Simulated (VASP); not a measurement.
Here is a VASP 6.6.1 calculation.

Contents of INCAR:

```
SYSTEM = CdS
PREC     = Accurate       ! precision mode
ENCUT    = 520            ! plane-wave cutoff, eV
EDIFF    = 1E-7           ! SCF threshold, eV
ISMEAR   = -1             ! smearing method
SIGMA    = 0.02           ! smearing width, eV
LREAL    = .False.        ! projectors in reciprocal space
LASPH    = .True.         ! aspherical terms in the spheres
NELM     = 80             ! most SCF steps
ALGO     = Normal         ! electronic algorithm
ISIF     = 2              ! what is computed and relaxed
LWAVE    = .False.        ! write WAVECAR
LCHARG   = .False.        ! write CHGCAR
NBANDS   = 26             ! bands
```

KPOINTS

```
Automatic mesh
0
Gamma
  8 8 4
  0 0 0
```

The input POSCAR:

```
CdS
1.0
    4.1347992034      0.0206739960      0.0206739960
   -2.0494953960      3.5705041517      0.0075672077
    0.0337450000      0.0337450000      6.7490000000
Cd S
2 2
Direct
    0.3333333333      0.6666666667      0.0000000000
    0.6666666667      0.3333333333      0.5000000000
    0.3333333333      0.6666666667      0.3850000000
    0.6666666667      0.3333333333      0.8850000000
```

Potentials or basis: VASP PAW LDA potentials, release 64 (Cd, S).

Launch:

```bash
$ cat potpaw_LDA.64/Cd/POTCAR potpaw_LDA.64/S/POTCAR > POTCAR
$ mpirun -np 1 vasp_std > vasp.out
```

(1) Estimate the band gap on the k mesh.

(2) Predict the largest force.

(3) What does it give for the pressure?

Answers

(1) 0.96 eV, direct.

(2) 0.272 eV/Å.

(3) -2.3 GPa.

Caveat: the cell differs from its parent crystal (equal xy, yz and zx shear strains of +1 %).
